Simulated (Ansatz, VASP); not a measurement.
## SiB6: VASP beside Ansatz

```xyz
7
Lattice="3.7127 0.0000 0.0000 -1.8564 3.2153 0.0000 0.0000 0.0000 4.4381" Properties=species:S:1:pos:R:3 pbc="T T T"
Si    0.0000    0.0000    0.0000
B     1.8564    0.0000    1.3393
B    -0.9282    1.6077    1.3393
B     0.9282    1.6077    1.3393
B    -0.9282    1.6077    3.0988
B     1.8564    0.0000    3.0988
B     0.9282    1.6077    3.0988
```

Alike in both runs: functional PBE; k mesh 5 × 5 × 3; occupations gaussian, width 0.2 eV; no spin polarisation.

Ansatz relaxed the structure, and its values are those at the end. VASP's run is a single point on that final structure, the one shown.

|  | VASP | Ansatz |
| --- | --- | --- |
| version | VASP 6.6.1 | Ansatz 0.2.0 |
| potentials or method | VASP PAW PBE potentials, release 64 (Si, B), cutoff 500 eV | scalar-relativistic, plane waves, PAW |
| valence electrons in the cell | 22 | 22 |

|  | VASP | Ansatz | Ansatz less VASP |
| --- | --- | --- | --- |
| gap on the k mesh at the Fermi level (eV) | none | none | - |
| pressure (GPa) | -0.1 | -0.1 | +0.01 |
| rms of the force components (eV/Å) | 0.008 | 0.003 | -0.0045 |

A gap of «none» marks a metal or a gap that the smearing closes.

The k mesh is coarse, so the values compare programs but aren't converged.
